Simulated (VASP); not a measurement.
The system is Sb.

```
CELL_PARAMETERS angstrom
3.99846 2.30851 3.10832
-3.99846 2.30851 3.10832
0.00000 -4.61702 3.10832
ATOMIC_POSITIONS crystal
Sb 0.25487 0.74513 0.00000
Sb 0.00000 0.25487 0.74513
Sb 0.74513 0.00000 0.25487
Sb 0.26912 0.26912 0.26912
Sb 0.73088 0.73088 0.73088
```

| Item | Value |
| --- | --- |
| Program | VASP 6.6.1 |
| Task | relaxation of cell and atoms |
| Functional | PBE |
| Potentials or basis | VASP PAW PBE potentials, release 64 (Sb) |
| Cutoff | 600 eV |
| k mesh | 6 × 6 × 6 |
| Occupations | gaussian, width 0.1 eV |
| Spin | no spin polarisation |

At the start: pressure -0.3 GPa; volume 34.43 Å³/atom.

Problem. How do energy, volume and symmetry change on relaxing?

Solution. Over 15 steps the energy falls by 2.5 meV/atom and the volume is 34.17 Å³/atom (-0.8 %); space group R32 (No. 155, to 0.1 Å) before and after.

Step by step:
```csv
step,energy change (eV),largest force (eV/Å),pressure (GPa),volume (Å³)
1,0.0000,0.1231,-0.33,172.15
2,-0.0042,0.1012,0.12,170.37
3,-0.0043,0.0959,0.23,169.98
4,-0.0078,0.0723,0.16,170.21
5,-0.0106,0.0257,0.05,170.66
6,-0.0114,0.0261,-0.06,171.05
7,-0.0116,0.0270,-0.16,171.44
8,-0.0120,0.0223,-0.09,171.20
9,-0.0122,0.0186,-0.04,171.00
10,-0.0121,0.0107,0.07,170.60
11,-0.0122,0.0165,-0.01,170.89
12,-0.0123,0.0149,0.00,170.86
13,-0.0124,0.0103,0.04,170.77
14,-0.0124,0.0088,0.05,170.74
15,-0.0124,0.0084,0.03,170.83
```

Final structure:
```yaml
crystal:
  lattice:
    - [3.98326, 2.29973, 3.10820]
    - [-3.98326, 2.29973, 3.10820]
    - [0.00000, -4.59947, 3.10820]
  atoms:
    - { symbol: Sb, position: [0.26054, 0.73946, 0.00000] }
    - { symbol: Sb, position: [0.00000, 0.26054, 0.73946] }
    - { symbol: Sb, position: [0.73946, 0.00000, 0.26054] }
    - { symbol: Sb, position: [0.27168, 0.27168, 0.27168] }
    - { symbol: Sb, position: [0.72832, 0.72832, 0.72832] }
```
